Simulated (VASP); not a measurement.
# Hf (P6_3/mmc) in VASP: a series of runs

Aim: see how the results for Hf move with the level of theory and the settings. Levels: PBE, LDA. Tasks: single point.

Everything below comes from runs of VASP 6.6.1. Logs are shortened: lines on timing, memory, paths and dates and some standing lists are left out, and cuts for length are marked.

## (1) The cell of the first run

It takes space group P6_3/mmc (No. 194, hexagonal). The conventional cell has a = 3.197 Å, b = 3.197 Å, c = 5.058 Å, α = 90.00°, β = 90.00°, γ = 120.00°. Hf (site symmetry -6m2) has 12 Hf at 3.13 to 3.20 Å within 4.1 Å.

## (2) Single point, PBE

Input file INCAR:

```
  ALGO = Normal
  EDIFF = 1E-6
  ENCUT = 500
  GGA = PE
  GGA_COMPAT = False
  ISIF = 2
  ISMEAR = -1
  LASPH = True
  LCHARG = False
  LREAL = False
  LWAVE = False
  NBANDS = 17
  NELM = 120
  PREC = Accurate
  SIGMA = 0.06
```

Input file KPOINTS:

```
k-points
0
Gamma
  4 4 2
```

Input file POSCAR:

```
Hf
1.0
    3.1967000000      0.0000000000      0.0000000000
   -1.5983500000      2.7684234083      0.0000000000
    0.0000000000      0.0000000000      5.0578000000
Hf
2
Direct
    0.6666666667      0.3333333333      0.7500000000
    0.3333333333      0.6666666667      0.2500000000
```

Potentials or basis: VASP PAW PBE potentials, release 64 (Hf_pv).

Command:

```bash
> cat potpaw_PBE.64/Hf_pv/POTCAR > POTCAR
> mpirun -np 1 vasp_std > vasp.out
```

OUTCAR:

```text
EDIFF = 1E-6
   ENCUT = 500
   GGA = PE
   ISIF = 2
   ISMEAR = -1
   LASPH = True
   LREAL = False
   NELM = 120
   PREC = Accurate

 ion  position               nearest neighbor table
   1  0.667  0.333  0.750-   2 3.13   2 3.13   2 3.13   2 3.13   2 3.13   2 3.13
   2  0.333  0.667  0.250-   1 3.13   1 3.13   1 3.13   1 3.13   1 3.13   1 3.13

  LATTYP: Found a hexagonal cell.
 ALAT       =     3.1967000000
 C/A-ratio  =     1.5821941377

  Lattice vectors:

 A1 = (   3.1967000000,   0.0000000000,   0.0000000000)
 A2 = (  -1.5983500000,   2.7684234083,   0.0000000000)
 A3 = (   0.0000000000,   0.0000000000,   5.0578000000)

Analysis of symmetry for initial positions (statically):
=====================================================================
 Subroutine PRICEL returns:
 Original cell was already a primitive cell.

 Routine SETGRP: Setting up the symmetry group for a
 hexagonal supercell.

 Subroutine GETGRP returns: Found 24 space group operations
 (whereof 12 operations were pure point group operations)
 out of a pool of 24 trial point group operations.

The static configuration has the point symmetry D_3d.
 The point group associated with its full space group is D_6h.

Analysis of symmetry for dynamics (positions and initial velocities):
=====================================================================
 Subroutine PRICEL returns:
 Original cell was already a primitive cell.

 Routine SETGRP: Setting up the symmetry group for a
 hexagonal supercell.

 Subroutine GETGRP returns: Found 24 space group operations
 (whereof 12 operations were pure point group operations)
 out of a pool of 24 trial point group operations.

The dynamic configuration has the point symmetry D_3d.
 The point group associated with its full space group is D_6h.

 Subroutine INISYM returns: Found 24 space group operations
 (whereof 12 operations are pure point group operations),
 and found     1 'primitive' translations

----------------------------------------------------------------------------------------

                                     Primitive cell

  volume of cell :      44.7606

  direct lattice vectors                    reciprocal lattice vectors
     3.196700000  0.000000000  0.000000000     0.312822598  0.180608211  0.000000000
    -1.598350000  2.768423408  0.000000000     0.000000000  0.361216423  0.000000000
     0.000000000  0.000000000  5.057800000     0.000000000  0.000000000  0.197714421

  length of vectors
     3.196700000  3.196700000  5.057800000     0.361216423  0.361216423  0.197714421

  position of ions in fractional coordinates (direct lattice)
     0.666666667  0.333333333  0.750000000
     0.333333333  0.666666667  0.250000000

  ion indices of the primitive-cell ions
   primitive index   ion index
                 1           1
                 2           2

----------------------------------------------------------------------------------------

 KPOINTS: k-points

Automatic generation of k-mesh.
 Grid dimensions read from file:
 generate k-points for:    4    4    2

 Generating k-lattice:

  Cartesian coordinates                     Fractional coordinates (reciprocal lattice)
     0.078205650  0.045152053  0.000000000     0.250000000 -0.000000000  0.000000000
     0.000000000  0.090304106  0.000000000     0.000000000  0.250000000  0.000000000
     0.000000000  0.000000000  0.098857211     0.000000000  0.000000000  0.500000000

  Length of vectors
     0.090304106  0.090304106  0.098857211

  Shift w.r.t. Gamma in fractional coordinates (k-lattice)
     0.000000000  0.000000000  0.000000000

 Subroutine IBZKPT returns following result:
 ===========================================

 Found      8 irreducible k-points:

 Following reciprocal coordinates:
            Coordinates               Weight
  0.000000  0.000000  0.000000      1.000000
  0.250000  0.000000  0.000000      6.000000
  0.500000  0.000000  0.000000      3.000000
  0.250000  0.250000  0.000000      6.000000
  0.000000  0.000000  0.500000      1.000000
  0.250000  0.000000  0.500000      6.000000
  0.500000  0.000000  0.500000      3.000000
  0.250000  0.250000  0.500000      6.000000
   k-points           NKPTS =      8   k-points in BZ     NKDIM =      8   number of bands    NBANDS=     17
   number of dos      NEDOS =    301   number of ions     NIONS =      2
   total plane-waves  NPLWV =  23040
   dimension x,y,z NGX =    24 NGY =   24 NGZ =   40
   dimension x,y,z NGXF=    48 NGYF=   48 NGZF=   80
   ions per type =               2
   NGX,Y,Z   is equivalent  to a cutoff of  12.48, 12.48, 13.15 a.u.
   NGXF,Y,Z  is equivalent  to a cutoff of  24.96, 24.96, 26.30 a.u.
 SYSTEM =  unknown system
   PREC   = accura    normal or accurate (medium, high low for compatibility)
   ISTART =      0    job   : 0-new  1-cont  2-samecut
   ICHARG =      2    charge: 1-file 2-atom 10-const
   ISPIN  =      1    spin polarized calculation?
   LNONCOLLINEAR =      F non collinear calculations
   LSORBIT =      F    spin-orbit coupling
   LASPH  =      T    aspherical Exc in radial PAW
   ENCUT  =  500.0 eV  36.75 Ry    6.06 a.u.   5.83  5.83  9.22*2*pi/ulx,y,z
   NELM   =    120;   NELMIN=  2; NELMDL= -5     # of ELM steps
   EDIFF  = 0.1E-05   stopping-criterion for ELM
   LREAL  =      F    real-space projection
   EDIFFG = 0.1E-04   stopping-criterion for IOM
   NSW    =      0    number of steps for IOM
   IBRION =     -1    ionic relax: 0-MD 1-quasi-New 2-CG
   NFREE  =      0    steps in history (QN), initial steepest desc. (CG)
   ISIF   =      2    stress and relaxation
   ISYM   =      2    0-nonsym 1-usesym 2-fastsym
   POTIM  = 0.5000    time-step for ionic-motion
   TEBEG  =    0.0;   TEEND  =   0.0 temperature during run
   PSTRESS=    0.0 pullay stress
   NELECT =      20.0000    total number of electrons
   NUPDOWN=      -1.0000    fix difference up-down
   EMIN   =  10.00;   EMAX   =-10.00  energy-range for DOS
   EFERMI =   0.00;   METHOD = LEGACY
   ISMEAR =    -1;   SIGMA  =   0.06  broadening in eV -4-tet -1-fermi 0-gaus
   EFERMI_NEDOS =   21; number of points for ismear=-14 and -15
   IALGO  =     38    algorithm
   IMIX   =      4    mixing-type and parameters
     AMIX     =   0.40;   BMIX     =  1.00
     AMIX_MAG =   1.60;   BMIX_MAG =  1.00
  volume/ion in A,a.u.               =      22.38       151.03
  Fermi-wavevector in a.u.,A,eV,Ry     =   1.251563  2.365112 21.312311  1.566411
  Thomas-Fermi vector in A             =   2.385505
   LORBIT       =      0    0 simple, 1 ext, 2 COOP (PROOUT), +10 PAW based schemes
   GGA     = PE    functional components
   LHFCALC =     F    Hartree Fock is set to
   AEXX    =    0.0000 exact exchange contribution
   IVDW    =     0    specifies the selected vdW correction
   LEPSILON=     F    determine dielectric tensor
   LRPA    =     F    only Hartree local field effects (RPA)
 non-spin polarized calculation
  energy-cutoff  :      500.00
  volume of cell :       44.76
 maximum number of plane-waves:      1152
 NGX is ok and might be reduce to    24
   NGX = 11   NGY = 11   NGZ = 19

 number of electron      20.0000004 magnetization

 Free energy of the ion-electron system (eV)
  ---------------------------------------------------
  ext. energy  EPLUGINS =         0.00000000
  ---------------------------------------------------
  free energy    TOTEN  =       -19.79649594 eV

  energy without entropy =      -19.76699929  energy(sigma->0) =      -19.78174761

 E-fermi :   4.7521     XC(G=0): -11.2795

 val. band max:        4.3834892361   @ k =   0.2500   0.0000   0.0000
 cond. band min:       4.7937246897   @ k =   0.2500   0.2500   0.5000
 fundamental gap:      0.4102354536
 Fermi energy:         4.7521081052

 k-point     1 :       0.0000    0.0000    0.0000
  band No.  band energies     occupation
      1     -26.1643      2.00000
      2     -25.3950      2.00000
      3     -25.3950      2.00000
      4     -25.2977      2.00000
      5     -25.2671      2.00000
      6     -25.2671      2.00000
[... 9 lines left out ...]
     16       7.5481      0.00000
     17      10.2463      0.00000

 k-point     2 :       0.2500    0.0000    0.0000
  band No.  band energies     occupation
      1     -26.0173      2.00000
      2     -25.6799      2.00000
      3     -25.5547      2.00000
      4     -25.4860      2.00000
      5     -25.3723      2.00000
      6     -25.3091      2.00000
[... 9 lines left out ...]
     16       8.5284      0.00000
     17      11.0391      0.00000

 k-point     3 :       0.5000    0.0000    0.0000
  band No.  band energies     occupation
      1     -25.9632      2.00000
      2     -25.8168      2.00000
      3     -25.7985      2.00000
      4     -25.5700      2.00000
      5     -25.5180      2.00000
      6     -25.3562      2.00000
[... 9 lines left out ...]
     16      11.3795      0.00000
     17      11.8736      0.00000

 k-point     4 :       0.2500    0.2500    0.0000
  band No.  band energies     occupation
      1     -25.8446      2.00000
      2     -25.8016      2.00000
      3     -25.7790      2.00000
      4     -25.6120      2.00000
      5     -25.5148      2.00000
      6     -25.4830      2.00000
[... 9 lines left out ...]
     16      10.8162      0.00000
     17      11.5842      0.00000

 k-point     5 :       0.0000    0.0000    0.5000
  band No.  band energies     occupation
      1     -25.7467      2.00000
      2     -25.7467      2.00000
      3     -25.3313      2.00000
      4     -25.3313      2.00000
      5     -25.3313      2.00000
      6     -25.3313      2.00000
[... 9 lines left out ...]
     16       9.7156      0.00000
     17       9.7156      0.00000

 k-point     6 :       0.2500    0.0000    0.5000
  band No.  band energies     occupation
      1     -25.8433      2.00000
      2     -25.8433      2.00000
      3     -25.4728      2.00000
      4     -25.4728      2.00000
      5     -25.3983      2.00000
      6     -25.3983      2.00000
[... 9 lines left out ...]
     16       9.6413      0.00000
     17       9.9321      0.00000

 k-point     7 :       0.5000    0.0000    0.5000
  band No.  band energies     occupation
      1     -26.0419      2.00000
      2     -26.0419      2.00000
      3     -25.4996      2.00000
      4     -25.4996      2.00000
      5     -25.4643      2.00000
      6     -25.4643      2.00000
[... 9 lines left out ...]
     16      11.0114      0.00000
     17      11.1129      0.00000

 k-point     8 :       0.2500    0.2500    0.5000
  band No.  band energies     occupation
      1     -25.9573      2.00000
      2     -25.9573      2.00000
      3     -25.6281      2.00000
      4     -25.6281      2.00000
      5     -25.4265      2.00000
      6     -25.4265      2.00000
[... 9 lines left out ...]
     16      10.5273      0.00000
     17      11.8581      0.00000

------------------------ aborting loop because EDIFF is reached ----------------------------------------

  FORCE on cell =-STRESS in cart. coord.  units (eV):
  Direction    XX          YY          ZZ          XY          YZ          ZX
  --------------------------------------------------------------------------------------
  -------------------------------------------------------------------------------------
  Total        0.1240747      0.1240747     -0.3098986     -0.0000000      0.0000000      0.0000000
  in kB        4.4411739      4.4411739    -11.0926208     -0.0000000      0.0000000      0.0000000
  external PRESSURE =      -0.7367576 kB  Pullay stress =       0.0000000 kB

 VOLUME and BASIS-vectors are now :
 -----------------------------------------------------------------------------
  energy-cutoff  :      500.00
  volume of cell :       44.76
      direct lattice vectors                 reciprocal lattice vectors
     3.196700000  0.000000000  0.000000000     0.312822598  0.180608211  0.000000000
    -1.598350000  2.768423408  0.000000000     0.000000000  0.361216423  0.000000000
     0.000000000  0.000000000  5.057800000     0.000000000  0.000000000  0.197714421

 POSITION                                       TOTAL-FORCE (eV/Angst)
 -----------------------------------------------------------------------------------
      1.59835      0.92281      3.79335        -0.000000      0.000000      0.000000
     -0.00000      1.84562      1.26445         0.000000     -0.000000     -0.000000
 -----------------------------------------------------------------------------------
    total drift:                               -0.000000      0.000000     -0.000000

  FREE ENERGIE OF THE ION-ELECTRON SYSTEM (eV)
  ---------------------------------------------------
  free  energy   TOTEN  =       -19.7964959380 eV

  energy  without entropy=      -19.7669992874  energy(sigma->0) =      -19.78174761
```

Wall time 9.7 s (1 thread of Intel Xeon 8259CL, shared host); peak memory 0.15 GiB.

Results:

| Item | Value |
| --- | --- |
| Free energy | -19.7965 eV |
| Pressure | -0.1 GPa |
| Band gap on the k mesh | zero (band 10 reaches 6.11 eV, above the bottom of band 11 at 4.79 eV) |

Stress tensor (GPa, compression positive):
```
 0.44  0.00  0.00
 0.00  0.44  0.00
 0.00  0.00 -1.11
```

Caveat: the k points lie up to 0.62 Å⁻¹ apart; spin-orbit coupling is left out, which moves the levels of the heavy elements.

[end of part 1 of 2]
